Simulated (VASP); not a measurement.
Write the native input for VASP 6.6.1 that does the following.

* Task: relaxation of cell and atoms
* Functional: r2SCAN
* Potentials or basis: VASP PAW PBE potentials, release 64 (Rh_sv_GW)
* Cutoff: 680 eV
* k mesh: 15 × 15 × 15
* Occupations: fermi-dirac, width 0.05 eV
* Spin: collinear spin, ferromagnetic start
* Starting moments: [1.0] μB
* Dipole correction: no
* Further INCAR settings: ALGO = Normal; EDIFF = 1e-07; IBRION = 2; EDIFFG = -0.01; NSW = 80; ISIF = 3

The system is Rh.

```
Rh
1.0
    -1.50926    1.50926    1.50926
     1.50926   -1.50926    1.50926
     1.50926    1.50926   -1.50926
Rh
1
Direct
  0.00000 0.00000 0.00000
```

This isn't the form of Rh at room conditions, which is fcc.

These files were run (other wordings do the same):

POSCAR

```
Rh
1.0
   -1.5092612352      1.5092612352      1.5092612352
    1.5092612352     -1.5092612352      1.5092612352
    1.5092612352      1.5092612352     -1.5092612352
Rh
1
Direct
    0.0000000000      0.0000000000      0.0000000000
```

INCAR.step1

```
SYSTEM = Rh
PREC = Accurate
ENCUT = 680
ISMEAR = -1
SIGMA = 0.05
LREAL = .False.
LASPH = .True.
NELM = 200
ISPIN = 2
MAGMOM = 1
LMAXMIX = 4
GGA = PE
ALGO = Normal
EDIFF = 1E-5
LWAVE = .True.
LCHARG = .False.
GGA_COMPAT = .False.
IBRION = 2
ISIF = 3
EDIFFG = -0.005
NELMIN = 4
NSW = 100
```

INCAR.step2

```
SYSTEM = Rh
PREC = Accurate
ENCUT = 680
EDIFF = 1E-7
ISMEAR = -1
SIGMA = 0.05
LREAL = .False.
LASPH = .True.
NELM = 200
ALGO = Normal
ISIF = 3
LWAVE = .False.
LCHARG = .False.
ISPIN = 2
MAGMOM = 1
LORBIT = 11
LMAXMIX = 4
METAGGA = R2SCAN
LMIXTAU = .True.
IBRION = 2
NSW = 80
EDIFFG = -0.01
ISTART = 1
GGA_COMPAT = .False.
NELMIN = 4
```

KPOINTS

```
regular mesh
0
Gamma
  15 15 15
  0 0 0
```

Potentials or basis: VASP PAW PBE potentials, release 64 (Rh_sv_GW).

Run with:

```sh
$ cat potpaw_PBE.64/Rh_sv_GW/POTCAR > POTCAR
$ cp INCAR.step1 INCAR
$ mpirun -np 1 vasp_std > vasp.out
$ cp INCAR.step2 INCAR
$ mpirun -np 1 vasp_std > vasp.out
```

Results of the run:

| Property | Result |
| --- | --- |
| Relaxed volume | 14.32 Å³/atom |
| Relaxed cell | a = 2.649 Å, b = 2.649 Å, c = 2.649 Å, α = 109.47°, β = 109.47°, γ = 109.47° |
| Space group after relaxing (to 0.1 Å) | Im-3m (No. 229) |
| Energy gained by relaxing | 17.8 meV/atom |
| Ionic steps | 4 |
| Pressure after relaxing | -0.1 GPa |
| Net moment | 0.93 μB per cell |
| Site moments | Rh +0.93 μB |
| Valence electrons inside the program's atomic spheres | Rh 14.93 |

Caveat: the PAW data sets were made with another functional, which shifts forces and pressure a little.

Wall time 8.1 min on 1 thread of Intel(R) Xeon(R) 6975P-C (Granite Rapids), on a shared host, peak memory 0.22 GiB.
